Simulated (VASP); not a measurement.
# Ag in VASP: further runs

Ag is run at these levels: PBEsol; tasks: single point.

All numbers are computed with VASP 6.6.1; they aren't measurements. Logs are shortened: lines on timing, memory, paths and dates and some standing lists are left out, and cuts for length are marked.

## (1) The cell of the first run

The typed cell holds 1 atom: a = 2.950 Å, b = 2.950 Å, c = 2.950 Å, α = 120.00°, β = 120.00°, γ = 90.01°.

## (2) Single point, PBEsol

The input, INCAR:

```
  PREC = Accurate
  ENCUT = 520
  EDIFF = 1E-7
  ISMEAR = 0
  SIGMA = 0.15
  LREAL = False
  LASPH = True
  NELM = 60
  ALGO = Fast
  ISIF = 2
  LWAVE = False
  LCHARG = False
  GGA = PS
  NBANDS = 12
```

The input, KPOINTS:

```
regular mesh
0
Gamma
  22 22 22
```

The input, POSCAR:

```
Ag
1.0
   -1.4750942820      1.4750942820      2.0857833148
    1.4750942820     -1.4750942820      2.0857833148
    1.4750942820      1.4750942820     -2.0857833148
Ag
1
Direct
    0.0000000000      0.0000000000      0.0000000000
```

Potentials or basis: VASP PAW PBE potentials, release 64 (Ag).

On the command line:

```sh
$ cat potpaw_PBE.64/Ag/POTCAR > POTCAR
$ mpirun -np 1 vasp_std > vasp.out
```

OUTCAR:

```text
PREC = Accurate
   ENCUT = 520
   EDIFF = 1E-7
   ISMEAR = 0
   LREAL = False
   LASPH = True
   NELM = 60
   ISIF = 2
   GGA = PS

 ion  position               nearest neighbor table
   1  0.000  0.000  0.000-

  LATTYP: Found a body centered tetragonal cell.
 ALAT       =     2.9501885640
 C/A-ratio  =     1.4140000000

  Lattice vectors:

 A1 = (  -1.4750942820,   1.4750942820,   2.0857833148)
 A2 = (   1.4750942820,  -1.4750942820,   2.0857833148)
 A3 = (   1.4750942820,   1.4750942820,  -2.0857833148)

Analysis of symmetry for initial positions (statically):
=====================================================================
 Subroutine PRICEL returns:
 Original cell was already a primitive cell.

 Routine SETGRP: Setting up the symmetry group for a
 body centered tetragonal supercell.

 Subroutine GETGRP returns: Found 16 space group operations
 (whereof 16 operations were pure point group operations)
 out of a pool of 16 trial point group operations.

The static configuration has the point symmetry D_4h.

Analysis of symmetry for dynamics (positions and initial velocities):
=====================================================================
 Subroutine PRICEL returns:
 Original cell was already a primitive cell.

 Routine SETGRP: Setting up the symmetry group for a
 body centered tetragonal supercell.

 Subroutine GETGRP returns: Found 16 space group operations
 (whereof 16 operations were pure point group operations)
 out of a pool of 16 trial point group operations.

The dynamic configuration has the point symmetry D_4h.

 Subroutine INISYM returns: Found 16 space group operations
 (whereof 16 operations are pure point group operations),
 and found     1 'primitive' translations

----------------------------------------------------------------------------------------

                                     Primitive cell

  volume of cell :      18.1538

  direct lattice vectors                    reciprocal lattice vectors
    -1.475094282  1.475094282  2.085783315     0.000000000  0.338961384  0.239718094
     1.475094282 -1.475094282  2.085783315     0.338961384  0.000000000  0.239718094
     1.475094282  1.475094282 -2.085783315     0.338961384  0.338961384  0.000000000

  length of vectors
     2.949965816  2.949965816  2.949965816     0.415162118  0.415162118  0.479363787

  position of ions in fractional coordinates (direct lattice)
     0.000000000  0.000000000  0.000000000

  ion indices of the primitive-cell ions
   primitive index   ion index
                 1           1

----------------------------------------------------------------------------------------

 KPOINTS: regular mesh

Automatic generation of k-mesh.
 Grid dimensions read from file:
 generate k-points for:   22   22   22

 Generating k-lattice:

  Cartesian coordinates                     Fractional coordinates (reciprocal lattice)
     0.000000000  0.015407336  0.010896277     0.045454545  0.000000000 -0.000000000
     0.015407336  0.000000000  0.010896277     0.000000000  0.045454545 -0.000000000
     0.015407336  0.015407336  0.000000000     0.000000000  0.000000000  0.045454545

  Length of vectors
     0.018871005  0.018871005  0.021789263

  Shift w.r.t. Gamma in fractional coordinates (k-lattice)
     0.000000000  0.000000000  0.000000000

 Subroutine IBZKPT returns following result:
 ===========================================

 Found    834 irreducible k-points:

 Following reciprocal coordinates:
            Coordinates               Weight
  0.000000  0.000000  0.000000      1.000000
  0.045455  0.000000 -0.000000      8.000000
  0.090909  0.000000 -0.000000      8.000000
  0.136364  0.000000 -0.000000      8.000000
  0.181818  0.000000 -0.000000      8.000000
  0.227273  0.000000 -0.000000      8.000000
[... 16 lines left out ...]
  0.500000  0.045455 -0.000000     16.000000
 -0.454545  0.045455  0.000000     16.000000
 [... further k-points ...]
   k-points           NKPTS =    834   k-points in BZ     NKDIM =    834   number of bands    NBANDS=     12
   number of dos      NEDOS =    301   number of ions     NIONS =      1
   total plane-waves  NPLWV =  13824
   dimension x,y,z NGX =    24 NGY =   24 NGZ =   24
   dimension x,y,z NGXF=    48 NGYF=   48 NGZF=   48
   ions per type =               1
   NGX,Y,Z   is equivalent  to a cutoff of  13.53, 13.53, 13.53 a.u.
   NGXF,Y,Z  is equivalent  to a cutoff of  27.05, 27.05, 27.05 a.u.
 SYSTEM =  unknown system
   PREC   = accura    normal or accurate (medium, high low for compatibility)
   ISTART =      0    job   : 0-new  1-cont  2-samecut
   ICHARG =      2    charge: 1-file 2-atom 10-const
   ISPIN  =      1    spin polarized calculation?
   LNONCOLLINEAR =      F non collinear calculations
   LSORBIT =      F    spin-orbit coupling
   LASPH  =      T    aspherical Exc in radial PAW
   ENCUT  =  520.0 eV  38.22 Ry    6.18 a.u.   5.48  5.48  5.48*2*pi/ulx,y,z
   NELM   =     60;   NELMIN=  2; NELMDL= -5     # of ELM steps
   EDIFF  = 0.1E-06   stopping-criterion for ELM
   LREAL  =      F    real-space projection
   EDIFFG = 0.1E-05   stopping-criterion for IOM
   NSW    =      0    number of steps for IOM
   IBRION =     -1    ionic relax: 0-MD 1-quasi-New 2-CG
   NFREE  =      0    steps in history (QN), initial steepest desc. (CG)
   ISIF   =      2    stress and relaxation
   ISYM   =      2    0-nonsym 1-usesym 2-fastsym
   POTIM  = 0.5000    time-step for ionic-motion
   TEBEG  =    0.0;   TEEND  =   0.0 temperature during run
   PSTRESS=    0.0 pullay stress
   NELECT =      11.0000    total number of electrons
   NUPDOWN=      -1.0000    fix difference up-down
   EMIN   =  10.00;   EMAX   =-10.00  energy-range for DOS
   EFERMI =   0.00;   METHOD = LEGACY
   ISMEAR =     0;   SIGMA  =   0.15  broadening in eV -4-tet -1-fermi 0-gaus
   EFERMI_NEDOS =   21; number of points for ismear=-14 and -15
   IALGO  =     68    algorithm
   IMIX   =      4    mixing-type and parameters
     AMIX     =   0.40;   BMIX     =  1.00
     AMIX_MAG =   1.60;   BMIX_MAG =  1.00
  volume/ion in A,a.u.               =      18.15       122.51
  Fermi-wavevector in a.u.,A,eV,Ry     =   1.385318  2.617871 26.111022  1.919106
  Thomas-Fermi vector in A             =   2.509739
   LORBIT       =      0    0 simple, 1 ext, 2 COOP (PROOUT), +10 PAW based schemes
   GGA     = PS    functional components
   LHFCALC =     F    Hartree Fock is set to
   AEXX    =    0.0000 exact exchange contribution
   IVDW    =     0    specifies the selected vdW correction
   LEPSILON=     F    determine dielectric tensor
   LRPA    =     F    only Hartree local field effects (RPA)
 non-spin polarized calculation
 RMM-DIIS sequential band-by-band and
 Gauss-broadening in eV      SIGMA  =   0.15
  energy-cutoff  :      520.00
  volume of cell :       18.15
 maximum number of plane-waves:       531
 NGX is ok and might be reduce to    24
   NGX = 11   NGY = 11   NGZ = 11

 number of electron      11.0000000 magnetization

 Free energy of the ion-electron system (eV)
  ---------------------------------------------------
  ext. energy  EPLUGINS =         0.00000000
  ---------------------------------------------------
  free energy    TOTEN  =        -3.27047434 eV

  energy without entropy =       -3.26824590  energy(sigma->0) =       -3.26936012

 E-fermi :   7.3972     XC(G=0): -12.0416

 val. band max:        7.3655935169   @ k =  -0.2727  -0.4091   0.1818
 cond. band min:       7.4270903149   @ k =  -0.3636   0.3636   0.1364
 fundamental gap:      0.0614967980
 Fermi energy:         7.3972390326

 k-point     1 :       0.0000    0.0000    0.0000
  band No.  band energies     occupation
      1       0.0129      2.00000
      2       2.8382      2.00000
      3       2.8382      2.00000
      4       2.8391      2.00000
      5       3.7742      2.00000
      6       3.7751      2.00000
      7      23.2265      0.00000
      8      26.4284      0.00000
      9      26.4284      0.00000
     10      26.4300      0.00000
     11      31.1024      0.00000
     12      31.8469      0.00000

 k-point     2 :       0.0455    0.0000   -0.0000
  band No.  band energies     occupation
      1       0.0746      2.00000
      2       2.8249      2.00000
      3       2.8548      2.00000
      4       2.8554      2.00000
      5       3.7679      2.00000
      6       3.7688      2.00000
      7      23.2301      0.00000
      8      25.8325      0.00000
      9      26.4415      0.00000
     10      26.4426      0.00000
     11      31.1611      0.00000
     12      31.8099      0.00000

 k-point     3 :       0.0909    0.0000   -0.0000
  band No.  band energies     occupation
      1       0.2558      2.00000
      2       2.7898      2.00000
      3       2.9004      2.00000
      4       2.9010      2.00000
      5       3.7531      2.00000
      6       3.7540      2.00000
      7      23.0946      0.00000
      8      24.6921      0.00000
      9      26.4717      0.00000
     10      26.4727      0.00000
     11      30.5639      0.00000
     12      31.6186      0.00000
[... 286 lines left out ...]
 k-point    23 :       0.5000    0.0455   -0.0000
  band No.  band energies     occupation
      1       1.4165      2.00000
      2       2.8019      2.00000
      3       2.8518      2.00000
      4       4.3659      2.00000
      5       4.4931      2.00000
      6       7.2134      1.91696
      7      10.7190      0.00000
      8      22.4032      0.00000
      9      24.2012      0.00000
     10      24.2927      0.00000
     11      29.5698      0.00000
     12      29.6162      0.00000

 k-point    24 :      -0.4545    0.0455    0.0000
  band No.  band energies     occupation
      1       1.4352      2.00000
      2       2.8167      2.00000
      3       2.8724      2.00000
      4       4.2802      2.00000
      5       4.4729      2.00000
      6       6.5513      2.00000
      7      11.5644      0.00000
      8      22.5034      0.00000
      9      24.2107      0.00000
     10      24.5308      0.00000
     11      29.5342      0.00000
     12      29.6868      0.00000

 [... further k-points ...]
[... 5 lines left out ...]
  --------------------------------------------------------------------------------------
  -------------------------------------------------------------------------------------
  Total       -0.9197982     -0.9197982     -0.9192262      0.0000000     -0.0000000      0.0000000
  in kB      -81.1772642    -81.1772642    -81.1267780      0.0000000     -0.0000000      0.0000000
  external PRESSURE =     -81.1604355 kB  Pullay stress =       0.0000000 kB

 VOLUME and BASIS-vectors are now :
 -----------------------------------------------------------------------------
  energy-cutoff  :      520.00
  volume of cell :       18.15
      direct lattice vectors                 reciprocal lattice vectors
    -1.475094282  1.475094282  2.085783315     0.000000000  0.338961384  0.239718094
     1.475094282 -1.475094282  2.085783315     0.338961384  0.000000000  0.239718094
     1.475094282  1.475094282 -2.085783315     0.338961384  0.338961384  0.000000000

 POSITION                                       TOTAL-FORCE (eV/Angst)
 -----------------------------------------------------------------------------------
      0.00000      0.00000      0.00000         0.000000      0.000000      0.000000
 -----------------------------------------------------------------------------------
    total drift:                               -0.000000      0.000000      0.000000

  FREE ENERGIE OF THE ION-ELECTRON SYSTEM (eV)
  ---------------------------------------------------
  free  energy   TOTEN  =        -3.2704743369 eV

  energy  without entropy=       -3.2682458990  energy(sigma->0) =       -3.26936012
```

Run time: 1.7 min. Hardware: 1 thread of AMD EPYC 9R45 (Zen 5), shared host; peak memory 0.26 GiB.

Results:

```yaml
Free_energy: -3.2705 eV
Pressure: -8.1 GPa
Band_gap_on_the_k_mesh: zero (an odd number of electrons rules out a gap without spin polarisation)
```

Levels at points of the mesh, in eV from the Fermi level:
| k point | band 3 | band 4 | band 5 | band 6 | band 7 | band 8 | band 9 | band 10 |
| --- | --- | --- | --- | --- | --- | --- | --- | --- |
| (0.00, 0.00, 0.00) | -4.56 | -4.56 | -3.62 | -3.62 | 15.83 | 19.03 | 19.03 | 19.03 |
| (0.50, 0.00, 0.00) | -4.57 | -2.91 | -2.91 | -0.29 | 3.24 | 15.06 | 17.16 | 17.16 |
| (0.50, 0.50, 0.00) | -2.93 | -2.72 | -2.72 | 1.60 | 6.23 | 10.28 | 10.28 | 16.41 |
| (0.50, 0.50, 0.50) | -2.93 | -2.72 | -2.72 | 1.60 | 6.24 | 10.28 | 10.28 | 16.41 |

Caveat: the cell stands under tension; the PAW data sets were made with another functional, which shifts forces and pressure a little.

## (3) Single point, PBEsol

The input, INCAR:

```
ALGO = Fast
EDIFF = 1E-6
ENCUT = 520
GGA = PS
ISIF = 2
ISMEAR = 0
LASPH = T
LCHARG = F
LREAL = F
LWAVE = F
NBANDS = 12
NELM = 100
PREC = Accurate
SIGMA = 0.15
```

The input, KPOINTS:

```
k-points
0
Gamma
  22 22 22
```

The input, POSCAR:

```
Ag
1.0
   -1.4463469908      1.4463469908      2.1695204861
    1.4463469908     -1.4463469908      2.1695204861
    1.4463469908      1.4463469908     -2.1695204861
Ag
1
Direct
    0.0000000000      0.0000000000      0.0000000000
```

Potentials or basis: VASP PAW PBE potentials, release 64 (Ag).

On the command line:

```sh
$ cat potpaw_PBE.64/Ag/POTCAR > POTCAR
$ mpirun -np 1 vasp_std > vasp.out
```

It took 95 s on 1 thread of AMD EPYC 9R45 (Zen 5), shared host; peak memory 0.25 GiB.

Results (log left out):

| Item | Value |
| --- | --- |
| Free energy | -3.2657 eV |
| Pressure | -8.0 GPa |
| Band gap on the k mesh | zero (an odd number of electrons rules out a gap without spin polarisation) |

Stress tensor (GPa, compression positive):
```
-7.21  0.00  0.00
 0.00 -7.21  0.00
 0.00  0.00 -9.48
```

Levels at points of the mesh, in eV from the Fermi level:
```tsv
k point	band 3	band 4	band 5	band 6	band 7	band 8	band 9	band 10
(0.00, 0.00, 0.00)	-4.44	-4.44	-3.82	-3.46	15.87	18.62	19.24	19.24
(0.50, 0.00, 0.00)	-4.42	-2.98	-2.85	-0.29	3.25	14.72	16.86	17.86
(0.50, 0.50, 0.00)	-2.96	-2.86	-2.59	1.92	6.70	9.96	9.97	16.11
(0.50, 0.50, 0.50)	-2.92	-2.75	-2.75	0.98	5.32	10.97	10.97	17.06
```

Caveat: the cell stands under tension; the PAW data sets were made with another functional, which shifts forces and pressure a little.
